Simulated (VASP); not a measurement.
# Ti4C in VASP: relaxation of the atoms with LDA

Aim: the relaxation of the atoms of Ti4C with LDA.

Program: VASP 6.6.1. These are calculated values, not measurements. Logs are shortened: lines on timing, memory, paths and dates and some standing lists are left out, and cuts for length are marked.

### 1 The cell of the first run

The cell holds a slab with vacuum, 5 atoms: a = 2.864 Å, b = 2.864 Å, c = 22.241 Å, α = 90.00°, β = 90.00°, γ = 120.00°.

### 2 Relaxation of the atoms, LDA

Contents of INCAR:

```
SYSTEM = Ti4C
PREC = Accurate ; ENCUT = 520
EDIFF = 1E-6 ; ISMEAR = 0
SIGMA = 0.1 ; LREAL = .False.
LASPH = .True. ; NELM = 100
ALGO = Fast ; ISIF = 2
LWAVE = .False. ; LCHARG = .False.
LDIPOL = .True. ; IDIPOL = 3
DIPOL = 0.5 0.5 0.379 ; GGA = CA
IBRION = 2 ; NSW = 36
EDIFFG = -0.025
```

Contents of KPOINTS:

```
Automatic mesh
0
Gamma
  9 9 1
  0 0 0
```

Contents of POSCAR:

```
Ti4C
1.0
    2.8639615639      0.0000000000      0.0000000000
   -1.4319807819      2.4802634698      0.0000000000
    0.0000000000      0.0000000000     22.2412339090
Ti C
4 1
Selective dynamics
Direct
    0.6666666667      0.3333333333      0.1798461370  F F F
    0.3333333333      0.6666666667      0.2817907594  F F F
    0.6666666667      0.3333333333      0.3878708239  F F F
    0.3333333333      0.6666666667      0.4829423562  F F F
    0.3333333333      1.0000000000      0.5611591536  F F T
```

Potentials or basis: VASP PAW LDA potentials, release 64 (Ti_sv, C).

Launch:

```console
$ cat potpaw_LDA.64/Ti_sv/POTCAR potpaw_LDA.64/C/POTCAR > POTCAR
$ mpirun -np 1 vasp_std > vasp.out
```

OUTCAR:

```text
SYSTEM = Ti4C
   PREC = Accurate
   ENCUT = 520
   EDIFF = 1E-6
   ISMEAR = 0
   LREAL = .False.
   LASPH = .True.
   NELM = 100
   ISIF = 2
   GGA = CA
   IBRION = 2
   NSW = 36
   EDIFFG = -0.025

 ion  position               nearest neighbor table
   1  0.667  0.333  0.180-   2 2.81   2 2.81   2 2.81
   2  0.333  0.667  0.282-   1 2.81   1 2.81   1 2.81   3 2.88   3 2.88   3 2.88
   3  0.667  0.333  0.388-   4 2.68   4 2.68   4 2.68   2 2.88   2 2.88   2 2.88
   4  0.333  0.667  0.483-   5 1.98   3 2.68   3 2.68   3 2.68
   5  0.333  0.000  0.561-   4 1.98

  LATTYP: Found a hexagonal cell.
 ALAT       =     2.8639615639
 C/A-ratio  =     7.7658981843

  Lattice vectors:

 A1 = (   2.8639615639,   0.0000000000,   0.0000000000)
 A2 = (  -1.4319807819,   2.4802634698,   0.0000000000)
 A3 = (   0.0000000000,   0.0000000000,  22.2412339090)

Analysis of symmetry for initial positions (statically):
=====================================================================
 Subroutine PRICEL returns:
 Original cell was already a primitive cell.

 Routine SETGRP: Setting up the symmetry group for a
 hexagonal supercell.

 Subroutine GETGRP returns: Found  1 space group operations
 (whereof  1 operations were pure point group operations)
 out of a pool of 24 trial point group operations.

The static configuration has the point symmetry C_1 .

Analysis of symmetry for dynamics (positions and initial velocities):
=====================================================================
 Subroutine PRICEL returns:
 Original cell was already a primitive cell.

 Routine SETGRP: Setting up the symmetry group for a
 hexagonal supercell.

 Subroutine GETGRP returns: Found  1 space group operations
 (whereof  1 operations were pure point group operations)
 out of a pool of 24 trial point group operations.

The dynamic configuration has the point symmetry C_1 .

Analysis of constrained symmetry for selective dynamics:
=====================================================================
 Subroutine PRICEL returns:
 Original cell was already a primitive cell.

 Routine SETGRP: Setting up the symmetry group for a
 hexagonal supercell.

 Subroutine GETGRP returns: Found  1 space group operations
 (whereof  1 operations were pure point group operations)
 out of a pool of 24 trial point group operations.

The constrained configuration has the point symmetry C_1 .

 Subroutine INISYM returns: Found  1 space group operations
 (whereof  1 operations are pure point group operations),
 and found     1 'primitive' translations

----------------------------------------------------------------------------------------

                                     Primitive cell

  volume of cell :     157.9879

  direct lattice vectors                    reciprocal lattice vectors
     2.863961564  0.000000000  0.000000000     0.349166697  0.201591487  0.000000000
    -1.431980782  2.480263470  0.000000000     0.000000000  0.403182973  0.000000000
     0.000000000  0.000000000 22.241233909     0.000000000  0.000000000  0.044961534

  length of vectors
     2.863961564  2.863961564 22.241233909     0.403182973  0.403182973  0.044961534

  position of ions in fractional coordinates (direct lattice)
     0.666666667  0.333333333  0.179846137
     0.333333333  0.666666667  0.281790759
     0.666666667  0.333333333  0.387870824
     0.333333333  0.666666667  0.482942356
     0.333333333  0.000000000  0.561159154

  ion indices of the primitive-cell ions
   primitive index   ion index
                 1           1
                 2           2
                 3           3
                 4           4
                 5           5

----------------------------------------------------------------------------------------

 KPOINTS: Automatic mesh

Automatic generation of k-mesh.
 Grid dimensions read from file:
 generate k-points for:    9    9    1

 Generating k-lattice:

  Cartesian coordinates                     Fractional coordinates (reciprocal lattice)
     0.038796300  0.022399054  0.000000000     0.111111111  0.000000000  0.000000000
     0.000000000  0.044798108  0.000000000     0.000000000  0.111111111  0.000000000
     0.000000000  0.000000000  0.044961534     0.000000000  0.000000000  1.000000000

  Length of vectors
     0.044798108  0.044798108  0.044961534

  Shift w.r.t. Gamma in fractional coordinates (k-lattice)
     0.000000000  0.000000000  0.000000000

 Subroutine IBZKPT returns following result:
 ===========================================

 Found     41 irreducible k-points:

 Following reciprocal coordinates:
            Coordinates               Weight
  0.000000  0.000000  0.000000      1.000000
  0.111111  0.000000  0.000000      2.000000
  0.000000  0.111111  0.000000      2.000000
 -0.111111  0.111111  0.000000      2.000000
  0.222222 -0.000000  0.000000      2.000000
  0.000000  0.222222  0.000000      2.000000
[... 16 lines left out ...]
  0.333333  0.111111  0.000000      2.000000
 -0.111111  0.444444  0.000000      2.000000
 [... further k-points ...]
   k-points           NKPTS =     41   k-points in BZ     NKDIM =     41   number of bands    NBANDS=     31
   number of dos      NEDOS =    301   number of ions     NIONS =      5
   total plane-waves  NPLWV =  96768
   dimension x,y,z NGX =    24 NGY =   24 NGZ =  168
   dimension x,y,z NGXF=    48 NGYF=   48 NGZF=  336
   ions per type =               4   1
   NGX,Y,Z   is equivalent  to a cutoff of  13.93, 13.93, 12.56 a.u.
   NGXF,Y,Z  is equivalent  to a cutoff of  27.86, 27.86, 25.11 a.u.
 SYSTEM =  Ti4C
   PREC   = accura    normal or accurate (medium, high low for compatibility)
   ISTART =      0    job   : 0-new  1-cont  2-samecut
   ICHARG =      2    charge: 1-file 2-atom 10-const
   ISPIN  =      1    spin polarized calculation?
   LNONCOLLINEAR =      F non collinear calculations
   LSORBIT =      F    spin-orbit coupling
   LASPH  =      T    aspherical Exc in radial PAW
   ENCUT  =  520.0 eV  38.22 Ry    6.18 a.u.   5.33  5.33 41.35*2*pi/ulx,y,z
   NELM   =    100;   NELMIN=  2; NELMDL= -5     # of ELM steps
   EDIFF  = 0.1E-05   stopping-criterion for ELM
   LREAL  =      F    real-space projection
   EDIFFG = -.3E-01   stopping-criterion for IOM
   NSW    =     36    number of steps for IOM
   IBRION =      2    ionic relax: 0-MD 1-quasi-New 2-CG
   NFREE  =      1    steps in history (QN), initial steepest desc. (CG)
   ISIF   =      2    stress and relaxation
   ISYM   =      2    0-nonsym 1-usesym 2-fastsym
   POTIM  = 0.5000    time-step for ionic-motion
   TEBEG  =    0.0;   TEEND  =   0.0 temperature during run
   PSTRESS=    0.0 pullay stress
   NELECT =      52.0000    total number of electrons
   NUPDOWN=      -1.0000    fix difference up-down
   EMIN   =  10.00;   EMAX   =-10.00  energy-range for DOS
   EFERMI =   0.00;   METHOD = LEGACY
   ISMEAR =     0;   SIGMA  =   0.10  broadening in eV -4-tet -1-fermi 0-gaus
   EFERMI_NEDOS =   21; number of points for ismear=-14 and -15
   IALGO  =     68    algorithm
   IMIX   =      4    mixing-type and parameters
     AMIX     =   0.40;   BMIX     =  1.00
     AMIX_MAG =   1.60;   BMIX_MAG =  1.00
  volume/ion in A,a.u.               =      31.60       213.23
  Fermi-wavevector in a.u.,A,eV,Ry     =   1.130320  2.135995 17.383113  1.277623
  Thomas-Fermi vector in A             =   2.267016
   LORBIT       =      0    0 simple, 1 ext, 2 COOP (PROOUT), +10 PAW based schemes
   GGA     = CA    functional components
   LHFCALC =     F    Hartree Fock is set to
   AEXX    =    0.0000 exact exchange contribution
   IVDW    =     0    specifies the selected vdW correction
   LEPSILON=     F    determine dielectric tensor
   LRPA    =     F    only Hartree local field effects (RPA)
 conjugate gradient relaxation of ions
 non-spin polarized calculation
 RMM-DIIS sequential band-by-band and
 Gauss-broadening in eV      SIGMA  =   0.10
  energy-cutoff  :      520.00
  volume of cell :      157.99
 maximum number of plane-waves:      4289
 NGX is ok and might be reduce to    24
   NGX = 11   NGY = 11   NGZ = 83

--------------------------------------- Ionic step        1  -------------------------------------------

 number of electron      52.0000013 magnetization

 Free energy of the ion-electron system (eV)
  ---------------------------------------------------
  ext. energy  EPLUGINS =         0.00000000
  ---------------------------------------------------
  free energy    TOTEN  =       -38.65977169 eV

  energy without entropy =      -38.61301902  energy(sigma->0) =      -38.63639536

------------------------ aborting loop because EDIFF is reached ----------------------------------------

  FORCE on cell =-STRESS in cart. coord.  units (eV):
  Direction    XX          YY          ZZ          XY          YZ          ZX
  --------------------------------------------------------------------------------------
  -------------------------------------------------------------------------------------
  Total       -3.0956085     -2.2498655     -3.2885482      0.3668596      0.9491710     -0.3496509
  in kB      -31.3929940    -22.8161966    -33.3496216      3.7203744      9.6256742     -3.5458580
  external PRESSURE =     -29.1862707 kB  Pullay stress =       0.0000000 kB
[... 63 lines left out ...]
  energy  without entropy=      -38.7371803198  energy(sigma->0) =      -38.75988025

--------------------------------------- Ionic step        3  -------------------------------------------

 number of electron      52.0000013 magnetization

 dipolmoment           0.000000      0.000000      0.095058 electrons x Angstroem

 Free energy of the ion-electron system (eV)
  ---------------------------------------------------
  ext. energy  EPLUGINS =         0.00000000
  ---------------------------------------------------
  free energy    TOTEN  =       -38.87382666 eV

  energy without entropy =      -38.82990003  energy(sigma->0) =      -38.85186335

 E-fermi :   0.6444     XC(G=0):  -6.4141

 val. band max:        0.6435882168   @ k =   0.0000   0.3333   0.0000
 cond. band min:       0.6558075273   @ k =   0.4444   0.4444   0.0000
 fundamental gap:      0.0122193105
 Fermi energy:         0.6444349612

 k-point     1 :       0.0000    0.0000    0.0000
  band No.  band energies     occupation
      1     -55.5257      2.00000
      2     -55.3134      2.00000
      3     -55.1739      2.00000
      4     -54.6305      2.00000
      5     -32.3881      2.00000
      6     -32.1063      2.00000
[... 805 lines left out ...]
     30       1.4712      0.00000
     31       1.6894      0.00000

 [... further k-points ...]

------------------------ aborting loop because EDIFF is reached ----------------------------------------

 vacuum level on the upper side and lower side of the slab       (xc-potential included)         1.052        -1.376

  FORCE on cell =-STRESS in cart. coord.  units (eV):
  Direction    XX          YY          ZZ          XY          YZ          ZX
  --------------------------------------------------------------------------------------
  -------------------------------------------------------------------------------------
  Total       -2.1467402     -0.2196610      0.0850931     -0.2002600      2.6884849     -1.2406920
  in kB      -21.7703890     -2.2276125      0.8629412     -2.0308647     27.2642971    -12.5820287
  external PRESSURE =      -7.7116868 kB  Pullay stress =       0.0000000 kB

 VOLUME and BASIS-vectors are now :
 -----------------------------------------------------------------------------
  energy-cutoff  :      520.00
  volume of cell :      157.99
      direct lattice vectors                 reciprocal lattice vectors
     2.863961564  0.000000000  0.000000000     0.349166697  0.201591487  0.000000000
    -1.431980782  2.480263470  0.000000000     0.000000000  0.403182973  0.000000000
     0.000000000  0.000000000 22.241233909     0.000000000  0.000000000  0.044961534
[... 11 lines left out ...]
  FREE ENERGIE OF THE ION-ELECTRON SYSTEM (eV)
  ---------------------------------------------------
  free  energy   TOTEN  =       -38.8738266638 eV

  energy  without entropy=      -38.8299000282  energy(sigma->0) =      -38.85186335

 reached required accuracy - stopping structural energy minimisation

 vacuum level on the upper side and lower side of the slab         7.620         5.134
```

It took 68 min on 1 thread of Oxide Virtual Turin-like, shared host; peak memory 0.32 GiB.

Results:

| Item | Value |
| --- | --- |
| Free energy | -38.8738 eV |
| Energy gained by relaxing | 42.8 meV/atom |
| Ionic steps | 3 |
| Band gap on the k mesh | zero (bands 26 and 27 overlap by 1.06 eV) |

The path:
```csv
step,energy change (eV),largest force on free atoms (eV/Å),pressure (GPa)
1,0.0000,1.7074,-2.92
2,-0.1228,1.2370,-2.17
3,-0.2141,0.0198,-0.77
```

Final structure:
```
Ti C
1.0
     2.86396    0.00000    0.00000
    -1.43198    2.48026    0.00000
     0.00000    0.00000   22.24123
Ti C
4 1
Direct
  0.66667 0.33333 0.17985
  0.33333 0.66667 0.28179
  0.66667 0.33333 0.38787
  0.33333 0.66667 0.48294
  0.33333 0.00000 0.55146
```
